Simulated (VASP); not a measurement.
Runs of VASP 6.6.1 on Pd. The structure is that of space group P6_3/mmc (No. 194), or close to it. The cells are those of the table. 

| task | level | potentials or basis | cell | k mesh | cutoff (eV) | second run | grid for exact exchange (PRECFOCK) | gap on the mesh (eV) | pressure (GPa) | relaxed volume (Å³/atom) |
| --- | --- | --- | --- | --- | --- | --- | --- | --- | --- | --- |
| single point | r2SCAN | VASP PAW PBE potentials, release 64 (Pd_sv_GW) | a = 2.727, b = 2.727, c = 4.534 Å, angles 90.0, 90.0, 120.0°, 2 atoms | 11 × 11 × 6 | 590 | valence_matched | - | none | 4.0 | - |
| single point | r2SCAN | VASP PAW PBE potentials, release 64 (Pd) | a = 2.820, b = 2.820, c = 4.690 Å, angles 90.0, 90.0, 120.0°, 2 atoms | 11 × 11 × 6 | 520 | - | - | none | -10.4 | - |
| single point | r2SCAN | VASP PAW PBE potentials, release 64 (Pd) | a = 2.838, b = 2.838, c = 4.720 Å, angles 90.0, 90.0, 120.0°, 2 atoms | 11 × 11 × 6 | 520 | - | - | none | -12.6 | - |
| single point | RPBE | VASP PAW PBE potentials, release 64 (Pd) | a = 2.784, b = 2.784, c = 4.629 Å, angles 90.0, 90.0, 120.0°, 2 atoms | 11 × 11 × 6 | 520 | - | - | none | (a) | - |
| single point | PBEsol+D4 | VASP PAW PBE potentials, release 64 (Pd) | a = 2.713, b = 2.713, c = 4.522 Å, angles 90.0, 90.0, 120.0°, 2 atoms | 11 × 11 × 6 | 520 | - | - | none | (b) | - |
| single point | PBEsol | VASP PAW PBE potentials, release 64 (Pd) | a = 2.784, b = 2.784, c = 4.629 Å, angles 90.0, 90.0, 120.0°, 2 atoms | 11 × 11 × 6 | 520 | - | - | none | -10.6 | - |
| single point | B3LYP | VASP PAW PBE potentials, release 64 (Pd) | a = 2.784, b = 2.784, c = 4.629 Å, angles 90.0, 90.0, 120.0°, 2 atoms | 6 × 6 × 3 | 520 | - | Normal | none | 2.2 | - |
| relaxation of cell and atoms | revPBE+D4 | VASP PAW PBE potentials, release 64 (Pd) | relaxed from a = 2.784, b = 2.784, c = 4.629 Å, angles 90.0, 90.0, 120.0°, 2 atoms | 11 × 11 × 6 | 600 | - | - | none | -0.1 | 14.94 |
| single point | PBEsol+D3(BJ) | VASP PAW PBE potentials, release 64 (Pd) | a = 2.704, b = 2.704, c = 4.505 Å, angles 90.0, 90.0, 120.0°, 2 atoms | 11 × 11 × 6 | 520 | - | - | none | -2.4 | - |
| single point | RPBE | VASP PAW PBE potentials, release 64 (Pd) | a = 2.801, b = 2.801, c = 4.666 Å, angles 90.0, 90.0, 120.0°, 2 atoms | 11 × 11 × 6 | 520 | - | - | none | -0.2 | - |
| single point | r2SCAN | VASP PAW PBE potentials, release 64 (Pd) | a = 2.784, b = 2.784, c = 4.629 Å, angles 90.0, 90.0, 120.0°, 2 atoms | 11 × 11 × 6 | 520 | - | - | none | -5.2 | - |
| relaxation of cell and atoms | BLYP+D4 | VASP PAW PBE potentials, release 64 (Pd) | relaxed from a = 2.784, b = 2.784, c = 4.629 Å, angles 90.0, 90.0, 120.0°, 2 atoms | 11 × 11 × 6 | 600 | - | - | none | 0.0 | 15.51 |

Alike in all rows: no spin polarisation; smearing fermi-dirac 0.05 eV.

Q: Estimate the missing entries.

A: (a) 2.9; (b) -0.3.

Caveats: some runs use coarse meshes; the PAW data sets were made with another functional, which shifts forces and pressure a little; pairwise dispersion overbinds metals, which lowers pressure and volume (some runs); three body term missing (some runs).

A k mesh can miss the band edges, and the runs leave out spin-orbit coupling on Pd.

A gap of «none» marks levels without a gap at the run's occupations.

The runs don't all hold the same shells in valence.
